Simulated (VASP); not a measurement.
# Re (Pm-3m) in VASP: single point with PBE

Aim: the single point of Re with PBE.

Program: VASP 6.6.1. These are calculated values, not measurements. Logs are shortened: lines on timing, memory, paths and dates and some standing lists are left out, and cuts for length are marked.

### 1 The cell of the first run

Symmetry: Pm-3m, No. 221, cubic system. The conventional cell has a = 2.580 Å, b = 2.580 Å, c = 2.580 Å, α = 90.00°, β = 90.00°, γ = 90.00°. Within 3.4 Å of Re (site symmetry m-3m) lie 6 Re at 2.58 Å.

### 2 Single point, PBE

Contents of INCAR:

```
PREC     = Accurate       # precision mode
ENCUT    = 520            # plane-wave cutoff, eV
EDIFF    = 1E-6           # SCF threshold, eV
ISMEAR   = -1             # smearing method
SIGMA    = 0.13605693000000002 # smearing width, eV
LREAL    = False          # projectors in reciprocal space
LASPH    = True           # aspherical terms in the spheres
NELM     = 80             # most SCF steps
ALGO     = Normal         # electronic algorithm
ISIF     = 2              # what is computed and relaxed
LWAVE    = False          # write WAVECAR
LCHARG   = True           # write CHGCAR
GGA      = PE             # functional
LELF     = True           # ELF
LVHAR    = True         
NBANDS   = 10             # bands
```

Contents of KPOINTS:

```
regular mesh
0
Gamma
  13 13 13
```

Contents of POSCAR:

```
Re
1.0
    2.5800745126      0.0000000000      0.0000000000
    0.0000000000      2.5800745126      0.0000000000
    0.0000000000      0.0000000000      2.5800745126
Re
1
Direct
    0.0000000000      0.0000000000      0.0000000000
```

Potentials or basis: VASP PAW PBE potentials, release 64 (Re).

On the command line:

```
> cat potpaw_PBE.64/Re/POTCAR > POTCAR
> mpirun -np 1 vasp_std > vasp.out
```

OUTCAR:

```text
PREC = Accurate
   ENCUT = 520
   EDIFF = 1E-6
   ISMEAR = -1
   LREAL = False
   LASPH = True
   NELM = 80
   ISIF = 2
   GGA = PE

 ion  position               nearest neighbor table
   1  0.000  0.000  0.000-

  LATTYP: Found a simple cubic cell.
 ALAT       =     2.5800745126

  Lattice vectors:

 A1 = (   2.5800745126,   0.0000000000,   0.0000000000)
 A2 = (   0.0000000000,   2.5800745126,   0.0000000000)
 A3 = (   0.0000000000,   0.0000000000,   2.5800745126)

Analysis of symmetry for initial positions (statically):
=====================================================================
 Subroutine PRICEL returns:
 Original cell was already a primitive cell.

 Routine SETGRP: Setting up the symmetry group for a
 simple cubic supercell.

 Subroutine GETGRP returns: Found 48 space group operations
[... 9 lines left out ...]

 Routine SETGRP: Setting up the symmetry group for a
 simple cubic supercell.

 Subroutine GETGRP returns: Found 48 space group operations
[... 11 lines left out ...]
                                     Primitive cell

  volume of cell :      17.1750

  direct lattice vectors                    reciprocal lattice vectors
     2.580074513  0.000000000  0.000000000     0.387585705  0.000000000  0.000000000
     0.000000000  2.580074513  0.000000000     0.000000000  0.387585705  0.000000000
     0.000000000  0.000000000  2.580074513     0.000000000  0.000000000  0.387585705

  length of vectors
     2.580074513  2.580074513  2.580074513     0.387585705  0.387585705  0.387585705

  position of ions in fractional coordinates (direct lattice)
     0.000000000  0.000000000  0.000000000

  ion indices of the primitive-cell ions
   primitive index   ion index
                 1           1

----------------------------------------------------------------------------------------

 KPOINTS: regular mesh

Automatic generation of k-mesh.
 Grid dimensions read from file:
 generate k-points for:   13   13   13

 Generating k-lattice:

  Cartesian coordinates                     Fractional coordinates (reciprocal lattice)
     0.029814285  0.000000000  0.000000000     0.076923077  0.000000000  0.000000000
     0.000000000  0.029814285  0.000000000     0.000000000  0.076923077  0.000000000
[... 55 lines left out ...]
   LASPH  =      T    aspherical Exc in radial PAW
   ENCUT  =  520.0 eV  38.22 Ry    6.18 a.u.   4.80  4.80  4.80*2*pi/ulx,y,z
   NELM   =     80;   NELMIN=  2; NELMDL= -5     # of ELM steps
   EDIFF  = 0.1E-05   stopping-criterion for ELM
   LREAL  =      F    real-space projection
   EDIFFG = 0.1E-04   stopping-criterion for IOM
   NSW    =      0    number of steps for IOM
   IBRION =     -1    ionic relax: 0-MD 1-quasi-New 2-CG
   NFREE  =      0    steps in history (QN), initial steepest desc. (CG)
   ISIF   =      2    stress and relaxation
   ISYM   =      2    0-nonsym 1-usesym 2-fastsym
   POTIM  = 0.5000    time-step for ionic-motion
   TEBEG  =    0.0;   TEEND  =   0.0 temperature during run
   PSTRESS=    0.0 pullay stress
   NELECT =       7.0000    total number of electrons
   NUPDOWN=      -1.0000    fix difference up-down
   EMIN   =  10.00;   EMAX   =-10.00  energy-range for DOS
   EFERMI =   0.00;   METHOD = LEGACY
   ISMEAR =    -1;   SIGMA  =   0.14  broadening in eV -4-tet -1-fermi 0-gaus
   EFERMI_NEDOS =   21; number of points for ismear=-14 and -15
   IALGO  =     38    algorithm
   IMIX   =      4    mixing-type and parameters
     AMIX     =   0.40;   BMIX     =  1.00
     AMIX_MAG =   1.60;   BMIX_MAG =  1.00
  volume/ion in A,a.u.               =      17.17       115.90
  Fermi-wavevector in a.u.,A,eV,Ry     =   1.213785  2.293722 20.045125  1.473275
  Thomas-Fermi vector in A             =   2.349226
   LORBIT       =      0    0 simple, 1 ext, 2 COOP (PROOUT), +10 PAW based schemes
   GGA     = PE    functional components
   LHFCALC =     F    Hartree Fock is set to
   AEXX    =    0.0000 exact exchange contribution
   IVDW    =     0    specifies the selected vdW correction
   LEPSILON=     F    determine dielectric tensor
   LRPA    =     F    only Hartree local field effects (RPA)
 non-spin polarized calculation
  energy-cutoff  :      520.00
  volume of cell :       17.17
 maximum number of plane-waves:       471
 NGX is ok and might be reduce to    20
   NGX =  9   NGY =  9   NGZ =  9

 number of electron       7.0000001 magnetization

 Free energy of the ion-electron system (eV)
  ---------------------------------------------------
  ext. energy  EPLUGINS =         0.00000000
  ---------------------------------------------------
  free energy    TOTEN  =       -11.09837524 eV

  energy without entropy =      -11.02635921  energy(sigma->0) =      -11.06236723

 E-fermi :   6.6033     XC(G=0): -12.7324

 val. band max:        6.5797816063   @ k =   0.4615   0.0769   0.0000
 cond. band min:       6.6459268366   @ k =   0.3846   0.3846   0.0769
 fundamental gap:      0.0661452303
 Fermi energy:         6.6033128829

 k-point     1 :       0.0000    0.0000    0.0000
  band No.  band energies     occupation
      1      -2.5552      2.00000
      2       1.3034      2.00000
      3       1.3034      2.00000
      4      10.0714      0.00000
      5      10.0714      0.00000
      6      10.0715      0.00000
      7      21.9026      0.00000
      8      21.9026      0.00000
      9      21.9026      0.00000
     10      27.8590      0.00000
[... 287 lines left out ...]
 k-point    24 :       0.3846    0.3077    0.0000
  band No.  band energies     occupation
      1       1.4341      2.00000
      2       2.2930      2.00000
      3       6.4699      1.45447
      4       7.2925      0.01254
      5       8.0170      0.00006
      6       8.4113      0.00000
      7      15.8013      0.00000
      8      20.2829      0.00000
      9      24.2449      0.00000
     10      28.2844      0.00000

 [... further k-points ...]

------------------------ aborting loop because EDIFF is reached ----------------------------------------

  FORCE on cell =-STRESS in cart. coord.  units (eV):
  Direction    XX          YY          ZZ          XY          YZ          ZX
  --------------------------------------------------------------------------------------
  -------------------------------------------------------------------------------------
  Total       -0.0854320     -0.0854320     -0.0854320      0.0000000      0.0000000     -0.0000000
  in kB       -7.9695636     -7.9695636     -7.9695636      0.0000000      0.0000000     -0.0000000
  external PRESSURE =      -7.9695636 kB  Pullay stress =       0.0000000 kB

 VOLUME and BASIS-vectors are now :
 -----------------------------------------------------------------------------
  energy-cutoff  :      520.00
  volume of cell :       17.17
      direct lattice vectors                 reciprocal lattice vectors
     2.580074513  0.000000000  0.000000000     0.387585705  0.000000000  0.000000000
     0.000000000  2.580074513  0.000000000     0.000000000  0.387585705  0.000000000
     0.000000000  0.000000000  2.580074513     0.000000000  0.000000000  0.387585705

 POSITION                                       TOTAL-FORCE (eV/Angst)
 -----------------------------------------------------------------------------------
      0.00000      0.00000      0.00000         0.000000      0.000000      0.000000
 -----------------------------------------------------------------------------------
    total drift:                               -0.000000      0.000000      0.000000

  FREE ENERGIE OF THE ION-ELECTRON SYSTEM (eV)
  ---------------------------------------------------
  free  energy   TOTEN  =       -11.0983752438 eV

  energy  without entropy=      -11.0263592089  energy(sigma->0) =      -11.06236723
```

OSZICAR:

```text
N       E                     dE             d eps       ncg     rms          rms(c)
DAV:   1     0.638411266408E+01    0.63841E+01   -0.32993E+03  2668   0.728E+02
DAV:   2    -0.112084497077E+02   -0.17593E+02   -0.16622E+02  2620   0.153E+02
DAV:   3    -0.115938252336E+02   -0.38538E+00   -0.34982E+00  2764   0.356E+01
DAV:   4    -0.115965873326E+02   -0.27621E-02   -0.27592E-02  2746   0.153E+00
DAV:   5    -0.115965948360E+02   -0.75034E-05   -0.75029E-05  2518   0.396E-02    0.245E+01
DAV:   6    -0.112150445712E+02    0.38155E+00   -0.43017E-01  2682   0.150E+01    0.104E+01
DAV:   7    -0.111027191642E+02    0.11233E+00   -0.26830E-01  2686   0.114E+01    0.323E-01
DAV:   8    -0.110985016977E+02    0.42175E-02   -0.28794E-03  2244   0.558E-01    0.106E-01
DAV:   9    -0.110983713995E+02    0.13030E-03   -0.16987E-04  2324   0.105E-01    0.219E-02
DAV:  10    -0.110983753621E+02   -0.39626E-05   -0.12259E-05  2668   0.236E-02    0.548E-03
DAV:  11    -0.110983752438E+02    0.11834E-06   -0.78509E-08  1260   0.642E-03
   1 F= -.11098375E+02 E0= -.11062367E+02  d E =-.720160E-01
```

Wall time 19 s (1 thread of Intel Xeon 8259CL, shared host); peak memory 0.14 GiB.

What came out:

| Property | Result |
| --- | --- |
| Free energy | -11.0984 eV |
| Pressure | -0.8 GPa |

Levels at points of the mesh, in eV from the Fermi level:
```tsv
k point	band 1	band 2	band 3	band 4	band 5	band 6	band 7	band 8
(0.00, 0.00, 0.00)	-9.16	-5.30	-5.30	3.47	3.47	3.47	15.30	15.30
```

Caveat: spin-orbit coupling is left out, which moves the levels of the heavy elements.
